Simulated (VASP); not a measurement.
# AlN (R3m) in VASP: further runs

The runs below take AlN through single point, with PBEsol.

Program: VASP 6.6.1. These are calculated values, not measurements. Logs are shortened: lines on timing, memory, paths and dates and some standing lists are left out, and cuts for length are marked.

## 1. The cell of the first run

The structure is trigonal, space group R3m (No. 160). The conventional cell has a = 3.088 Å, b = 3.088 Å, c = 7.620 Å, α = 90.00°, β = 90.00°, γ = 120.00°. Within 2.5 Å of Al (site symmetry 3m) lie 4 N at 1.89 to 1.90 Å. N (site symmetry 3m) has 4 Al at 1.89 to 1.90 Å within 2.5 Å.

## 2. Single point, PBEsol (equal xy, yz and zx engineering shears of +0.5 %)

Contents of INCAR:

```
SYSTEM = AlN
PREC = Accurate
ENCUT = 520
EDIFF = 1E-7
ISMEAR = 0
SIGMA = 0.01
LREAL = .FALSE.
LASPH = .TRUE.
NELM = 100
ALGO = Normal
ISIF = 2
LWAVE = .FALSE.
LCHARG = .FALSE.
GGA = PS
NBANDS = 11
```

Contents of KPOINTS:

```
regular mesh
0
G
  8 8 8
  0 0 0
```

Contents of POSCAR:

```
AlN
1.0
    0.0109433892      2.1941495319      2.1941495319
    2.1941495319      0.0109433892      2.1941495319
    2.1941495319      2.1941495319      0.0109433892
Al N
1 1
Direct
    0.0003502588      0.0003502588      0.0003502588
    0.2496497412      0.2496497412      0.2496497412
```

Potentials or basis: VASP PAW PBE potentials, release 64 (Al, N).

Run with:

```bash
cat potpaw_PBE.64/Al/POTCAR potpaw_PBE.64/N/POTCAR > POTCAR
mpirun -np 1 vasp_std > vasp.out
```

OUTCAR:

```text
SYSTEM = AlN
   PREC = Accurate
   ENCUT = 520
   EDIFF = 1E-7
   ISMEAR = 0
   LREAL = .FALSE.
   LASPH = .TRUE.
   NELM = 100
   ISIF = 2
   GGA = PS

 ion  position               nearest neighbor table
   1  0.000  0.000  0.000-   2 1.89   2 1.89   2 1.89   2 1.90
   2  0.250  0.250  0.250-   1 1.89   1 1.89   1 1.89   1 1.90

  LATTYP: Found a trigonal (rhomboedric) cell.
 ALAT       =     3.1030153229
 COS(alpha) =     0.5049812504

  Lattice vectors:

 A1 = (   0.0109433892,   2.1941495319,   2.1941495319)
 A2 = (   2.1941495319,   0.0109433892,   2.1941495319)
 A3 = (   2.1941495319,   2.1941495319,   0.0109433892)

Analysis of symmetry for initial positions (statically):
=====================================================================
 Subroutine PRICEL returns:
 Original cell was already a primitive cell.

 Routine SETGRP: Setting up the symmetry group for a
 trigonal (rhombohedral) supercell.

 Subroutine GETGRP returns: Found  6 space group operations
 (whereof  6 operations were pure point group operations)
 out of a pool of 12 trial point group operations.

The static configuration has the point symmetry C_3v.

Analysis of symmetry for dynamics (positions and initial velocities):
=====================================================================
 Subroutine PRICEL returns:
 Original cell was already a primitive cell.

 Routine SETGRP: Setting up the symmetry group for a
 trigonal (rhombohedral) supercell.

 Subroutine GETGRP returns: Found  6 space group operations
 (whereof  6 operations were pure point group operations)
 out of a pool of 12 trial point group operations.

The dynamic configuration has the point symmetry C_3v.

 Subroutine INISYM returns: Found  6 space group operations
 (whereof  6 operations are pure point group operations),
 and found     1 'primitive' translations

----------------------------------------------------------------------------------------

                                     Primitive cell

  volume of cell :      20.9685

  direct lattice vectors                    reciprocal lattice vectors
     0.010943389  2.194149532  2.194149532    -0.229590679  0.228451271  0.228451271
     2.194149532  0.010943389  2.194149532     0.228451271 -0.229590679  0.228451271
     2.194149532  2.194149532  0.010943389     0.228451271  0.228451271 -0.229590679

  length of vectors
     3.103015323  3.103015323  3.103015323     0.396348138  0.396348138  0.396348138

  position of ions in fractional coordinates (direct lattice)
     0.000350259  0.000350259  0.000350259
     0.249649741  0.249649741  0.249649741

  ion indices of the primitive-cell ions
   primitive index   ion index
                 1           1
                 2           2

----------------------------------------------------------------------------------------

 KPOINTS: regular mesh

Automatic generation of k-mesh.
 Grid dimensions read from file:
 generate k-points for:    8    8    8

 Generating k-lattice:

  Cartesian coordinates                     Fractional coordinates (reciprocal lattice)
    -0.028698835  0.028556409  0.028556409     0.125000000  0.000000000  0.000000000
     0.028556409 -0.028698835  0.028556409     0.000000000  0.125000000  0.000000000
     0.028556409  0.028556409 -0.028698835     0.000000000  0.000000000  0.125000000

  Length of vectors
     0.049543517  0.049543517  0.049543517

  Shift w.r.t. Gamma in fractional coordinates (k-lattice)
     0.000000000  0.000000000  0.000000000

 Subroutine IBZKPT returns following result:
 ===========================================

 Found     65 irreducible k-points:

 Following reciprocal coordinates:
            Coordinates               Weight
  0.000000  0.000000  0.000000      1.000000
  0.125000  0.000000 -0.000000      6.000000
  0.250000  0.000000 -0.000000      6.000000
  0.375000  0.000000  0.000000      6.000000
  0.500000  0.000000 -0.000000      3.000000
  0.125000  0.125000  0.000000      6.000000
[... 16 lines left out ...]
  0.250000  0.125000  0.125000      6.000000
  0.375000  0.125000  0.125000      6.000000
 [... further k-points ...]
   k-points           NKPTS =     65   k-points in BZ     NKDIM =     65   number of bands    NBANDS=     11
   number of dos      NEDOS =    301   number of ions     NIONS =      2
   total plane-waves  NPLWV =  13824
   dimension x,y,z NGX =    24 NGY =   24 NGZ =   24
   dimension x,y,z NGXF=    48 NGYF=   48 NGZF=   48
   ions per type =               1   1
   NGX,Y,Z   is equivalent  to a cutoff of  12.86, 12.86, 12.86 a.u.
   NGXF,Y,Z  is equivalent  to a cutoff of  25.72, 25.72, 25.72 a.u.
 SYSTEM =  AlN
   PREC   = accura    normal or accurate (medium, high low for compatibility)
   ISTART =      0    job   : 0-new  1-cont  2-samecut
   ICHARG =      2    charge: 1-file 2-atom 10-const
   ISPIN  =      1    spin polarized calculation?
   LNONCOLLINEAR =      F non collinear calculations
   LSORBIT =      F    spin-orbit coupling
   LASPH  =      T    aspherical Exc in radial PAW
   ENCUT  =  520.0 eV  38.22 Ry    6.18 a.u.   5.77  5.77  5.77*2*pi/ulx,y,z
   NELM   =    100;   NELMIN=  2; NELMDL= -5     # of ELM steps
   EDIFF  = 0.1E-06   stopping-criterion for ELM
   LREAL  =      F    real-space projection
   EDIFFG = 0.1E-05   stopping-criterion for IOM
   NSW    =      0    number of steps for IOM
   IBRION =     -1    ionic relax: 0-MD 1-quasi-New 2-CG
   NFREE  =      0    steps in history (QN), initial steepest desc. (CG)
   ISIF   =      2    stress and relaxation
   ISYM   =      2    0-nonsym 1-usesym 2-fastsym
   POTIM  = 0.5000    time-step for ionic-motion
   TEBEG  =    0.0;   TEEND  =   0.0 temperature during run
   PSTRESS=    0.0 pullay stress
   NELECT =       8.0000    total number of electrons
   NUPDOWN=      -1.0000    fix difference up-down
   EMIN   =  10.00;   EMAX   =-10.00  energy-range for DOS
   EFERMI =   0.00;   METHOD = LEGACY
   ISMEAR =     0;   SIGMA  =   0.01  broadening in eV -4-tet -1-fermi 0-gaus
   EFERMI_NEDOS =   21; number of points for ismear=-14 and -15
   IALGO  =     38    algorithm
   IMIX   =      4    mixing-type and parameters
     AMIX     =   0.40;   BMIX     =  1.00
     AMIX_MAG =   1.60;   BMIX_MAG =  1.00
  volume/ion in A,a.u.               =      10.48        70.75
  Fermi-wavevector in a.u.,A,eV,Ry     =   1.187360  2.243785 19.181812  1.409823
  Thomas-Fermi vector in A             =   2.323513
   LORBIT       =      0    0 simple, 1 ext, 2 COOP (PROOUT), +10 PAW based schemes
   GGA     = PS    functional components
   LHFCALC =     F    Hartree Fock is set to
   AEXX    =    0.0000 exact exchange contribution
   IVDW    =     0    specifies the selected vdW correction
   LEPSILON=     F    determine dielectric tensor
   LRPA    =     F    only Hartree local field effects (RPA)
 non-spin polarized calculation
 Gauss-broadening in eV      SIGMA  =   0.01
  energy-cutoff  :      520.00
  volume of cell :       20.97
 maximum number of plane-waves:       576
   NGX = 11   NGY = 11   NGZ = 11

 number of electron       8.0000000 magnetization

 Free energy of the ion-electron system (eV)
  ---------------------------------------------------
  ext. energy  EPLUGINS =         0.00000000
  ---------------------------------------------------
  free energy    TOTEN  =       -15.61035240 eV

  energy without entropy =      -15.61035240  energy(sigma->0) =      -15.61035240

 E-fermi :   5.9742     XC(G=0): -11.1012

 val. band max:        5.8402102427   @ k =   0.0000   0.0000   0.0000
 cond. band min:       9.0009518556   @ k =   0.5000   0.5000   0.0000
 fundamental gap:      3.1607416130
 Fermi energy:         5.9741665093

 k-point     1 :       0.0000    0.0000    0.0000
  band No.  band energies     occupation
      1      -9.1027      2.00000
      2       5.7748      2.00000
      3       5.8402      2.00000
      4       5.8402      2.00000
      5       9.8929      0.00000
      6      18.0957      0.00000
      7      18.2896      0.00000
      8      18.2896      0.00000
      9      23.3537      0.00000
     10      23.3537      0.00000
     11      24.6559      0.00000

 k-point     2 :       0.1250    0.0000   -0.0000
  band No.  band energies     occupation
      1      -8.8739      2.00000
      2       4.6417      2.00000
      3       5.7042      2.00000
      4       5.7586      2.00000
      5      10.8371      0.00000
      6      17.6803      0.00000
      7      18.3025      0.00000
      8      18.4537      0.00000
      9      21.7565      0.00000
     10      21.8244      0.00000
     11      23.6239      0.00000

 k-point     3 :       0.2500    0.0000   -0.0000
  band No.  band energies     occupation
      1      -8.2445      2.00000
      2       2.5539      2.00000
      3       5.5286      2.00000
      4       5.5748      2.00000
      5      12.1371      0.00000
      6      16.6528      0.00000
      7      17.9220      0.00000
      8      18.0182      0.00000
      9      21.8338      0.00000
     10      21.9943      0.00000
     11      22.8182      0.00000

 k-point     4 :       0.3750    0.0000    0.0000
  band No.  band energies     occupation
      1      -7.4459      2.00000
      2       0.7241      2.00000
      3       5.3694      2.00000
      4       5.4075      2.00000
      5      12.8364      0.00000
      6      15.8545      0.00000
      7      17.0830      0.00000
      8      17.1695      0.00000
      9      23.1092      0.00000
     10      23.8417      0.00000
     11      24.0378      0.00000
[... 239 lines left out ...]
 k-point    22 :       0.1250    0.1250    0.1250
  band No.  band energies     occupation
      1      -8.8776      2.00000
      2       4.5826      2.00000
      3       5.7639      2.00000
      4       5.7639      2.00000
      5      10.8492      0.00000
      6      17.5473      0.00000
      7      18.4570      0.00000
      8      18.4570      0.00000
      9      21.8314      0.00000
     10      21.8314      0.00000
     11      23.6371      0.00000

 k-point    23 :       0.2500    0.1250    0.1250
  band No.  band energies     occupation
      1      -8.5165      2.00000
      2       3.5585      2.00000
      3       5.1206      2.00000
      4       5.7938      2.00000
      5      11.8514      0.00000
      6      17.1285      0.00000
      7      17.7456      0.00000
      8      18.6434      0.00000
      9      20.1379      0.00000
     10      22.2851      0.00000
     11      25.6698      0.00000

 k-point    24 :       0.3750    0.1250    0.1250
  band No.  band energies     occupation
      1      -7.8196      2.00000
      2       1.9263      2.00000
      3       4.5902      2.00000
      4       5.6031      2.00000
      5      12.9712      0.00000
      6      15.8470      0.00000
      7      17.2908      0.00000
      8      17.9181      0.00000
      9      21.1286      0.00000
     10      23.5534      0.00000
     11      25.1872      0.00000

 [... further k-points ...]
[... 5 lines left out ...]
  --------------------------------------------------------------------------------------
  -------------------------------------------------------------------------------------
  Total        0.0023055      0.0023055      0.0023055     -0.1190050     -0.1190050     -0.1190050
  in kB        0.1761587      0.1761587      0.1761587     -9.0930217     -9.0930217     -9.0930217
  external PRESSURE =       0.1761587 kB  Pullay stress =       0.0000000 kB

 VOLUME and BASIS-vectors are now :
 -----------------------------------------------------------------------------
  energy-cutoff  :      520.00
  volume of cell :       20.97
      direct lattice vectors                 reciprocal lattice vectors
     0.010943389  2.194149532  2.194149532    -0.229590679  0.228451271  0.228451271
     2.194149532  0.010943389  2.194149532     0.228451271 -0.229590679  0.228451271
     2.194149532  2.194149532  0.010943389     0.228451271  0.228451271 -0.229590679

 POSITION                                       TOTAL-FORCE (eV/Angst)
 -----------------------------------------------------------------------------------
      0.00154      0.00154      0.00154         0.000275      0.000275      0.000275
      1.09827      1.09827      1.09827        -0.000275     -0.000275     -0.000275
 -----------------------------------------------------------------------------------
    total drift:                               -0.000079     -0.000079     -0.000079

  FREE ENERGIE OF THE ION-ELECTRON SYSTEM (eV)
  ---------------------------------------------------
  free  energy   TOTEN  =       -15.6103524050 eV

  energy  without entropy=      -15.6103524050  energy(sigma->0) =      -15.61035240
```

Run time: 4.3 s. Hardware: 1 thread of Intel Xeon 6975P-C (Granite Rapids), shared host; peak memory 0.14 GiB.

Results:

```
Free energy            : -15.6104 eV
Pressure               : 0.0 GPa
Band gap on the k mesh : 3.16 eV, indirect (least direct gap 4.05 eV)
```

Stress tensor (GPa, compression positive):
```
 0.02 -0.91 -0.91
-0.91  0.02 -0.91
-0.91 -0.91  0.02
```

Caveat: the cell differs from its parent crystal (equal xy, yz and zx engineering shears of +0.5 %); the PAW data sets were made with another functional, which shifts forces and pressure a little. A k mesh can miss the band edges.

## 3. Single point, PBEsol (atom 1 moved by [0.01, 0.01, 0.01] A)

Contents of INCAR:

```
ALGO = Normal
EDIFF = 1E-7
ENCUT = 520
GGA = PS
ISIF = 2
ISMEAR = 0
LASPH = True
LCHARG = True
LELF = True
LREAL = False
LVHAR = True
LWAVE = False
NBANDS = 11
NELM = 100
PREC = Accurate
SIGMA = 0.01
```

Contents of KPOINTS:

```
k-points
0
Gamma
  8 8 8
```

Contents of POSCAR:

```
AlN
1.0
    0.0000000000      2.1886778373      2.1886778373
    2.1886778373      0.0000000000      2.1886778373
    2.1886778373      2.1886778373      0.0000000000
Al N
1 1
Direct
    0.0022844842      0.0022844842      0.0022844842
    0.2500000000      0.2500000000      0.2500000000
```

Potentials or basis: VASP PAW PBE potentials, release 64 (Al, N).

Run with:

```bash
cat potpaw_PBE.64/Al/POTCAR potpaw_PBE.64/N/POTCAR > POTCAR
mpirun -np 1 vasp_std > vasp.out
```

Run time: 4.7 s. Hardware: 1 thread of Intel Xeon 6975P-C (Granite Rapids), shared host; peak memory 0.13 GiB.

It converged, with:

```yaml
Free_energy: -15.6090 eV
Pressure: 0.1 GPa
Largest_force: 0.260 eV/Å
Band_gap_on_the_k_mesh: 3.16 eV, indirect (least direct gap 4.05 eV)
```

Forces in eV/Å, atoms in the order of the input:
```
Al  -0.150 -0.150 -0.150
N    0.150  0.150  0.150
```

Stress tensor (GPa, compression positive):
```
0.05 0.72 0.72
0.72 0.05 0.72
0.72 0.72 0.05
```

Levels at points of the mesh, in eV from the valence-band top:
| k point | band 1 | band 2 | band 3 | band 4 | band 5 | band 6 | band 7 | band 8 | band 9 |
| --- | --- | --- | --- | --- | --- | --- | --- | --- | --- |
| (0.00, 0.00, 0.00) | -14.95 | -0.08 | 0.00 | 0.00 | 4.05 | 12.38 | 12.38 | 12.39 | 17.51 |
| (0.50, 0.00, 0.00) | -12.88 | -5.90 | -0.55 | -0.49 | 7.21 | 9.70 | 10.94 | 10.99 | 17.71 |
| (0.50, 0.50, 0.50) | -12.88 | -5.94 | -0.48 | -0.48 | 7.18 | 9.68 | 10.98 | 10.98 | 17.72 |
| (0.50, 0.50, 0.00) | -12.24 | -4.95 | -1.83 | -1.79 | 3.16 | 8.42 | 13.76 | 15.52 | 15.53 |

Caveat: the cell differs from its parent crystal (atom 1 moved by [0.01, 0.01, 0.01] A); the PAW data sets were made with another functional, which shifts forces and pressure a little. A k mesh can miss the band edges.

## 4. Single point, PBEsol (atom 1 moved by [-0.01, -0.01, -0.01] A)

Contents of INCAR:

```
SYSTEM = AlN
ALGO = Normal
EDIFF = 1E-6
ENCUT = 520
GGA = PS
ISIF = 2
ISMEAR = 0
LASPH = .True.
LCHARG = .False.
LREAL = .False.
LWAVE = .False.
NBANDS = 11
NELM = 60
PREC = Accurate
SIGMA = 0.01
```

Contents of KPOINTS:

```
k-points
0
Gamma
  8 8 8
  0 0 0
```

POSCAR, as its differences from that of step 3:

```diff
@@ -8,3 +8,3 @@
 Direct
-    0.0022844842      0.0022844842      0.0022844842
+   -0.0022844842     -0.0022844842     -0.0022844842
     0.2500000000      0.2500000000      0.2500000000
```

Run with:

```bash
cat potpaw_PBE.64/Al/POTCAR potpaw_PBE.64/N/POTCAR > POTCAR
mpirun -np 1 vasp_std > vasp.out
```

Run time: 4.8 s. Hardware: 1 thread of Intel Xeon 6975P-C (Granite Rapids), shared host; peak memory 0.13 GiB.

The run converged. Its results:

* Free energy: -15.6091 eV
* Pressure: 0.0 GPa
* Largest force: 0.239 eV/Å
* Band gap on the k mesh: 3.13 eV, indirect (least direct gap 4.02 eV)

Forces in eV/Å, atoms in the order of the input:
```
Al   0.138  0.138  0.138
N   -0.138 -0.138 -0.138
```

Stress tensor (GPa, compression positive):
```
 0.05 -0.66 -0.66
-0.66  0.05 -0.66
-0.66 -0.66  0.05
```

Levels at points of the mesh, in eV from the valence-band top:
```
           k point  band 1  band 2  band 3  band 4  band 5  band 6  band 7  band 8
(0.00, 0.00, 0.00)  -14.97   -0.08   -0.08    0.00    4.02   12.35   12.36   12.36
(0.50, 0.00, 0.00)  -12.91   -5.95   -0.56   -0.49    7.17    9.66   10.92   10.97
(0.50, 0.50, 0.50)  -12.91   -5.92   -0.56   -0.56    7.19    9.69   10.93   10.93
(0.50, 0.50, 0.00)  -12.27   -4.98   -1.85   -1.82    3.13    8.39   13.73   15.49
```

Caveat: the cell differs from its parent crystal (atom 1 moved by [-0.01, -0.01, -0.01] A); the PAW data sets were made with another functional, which shifts forces and pressure a little. A k mesh can miss the band edges.
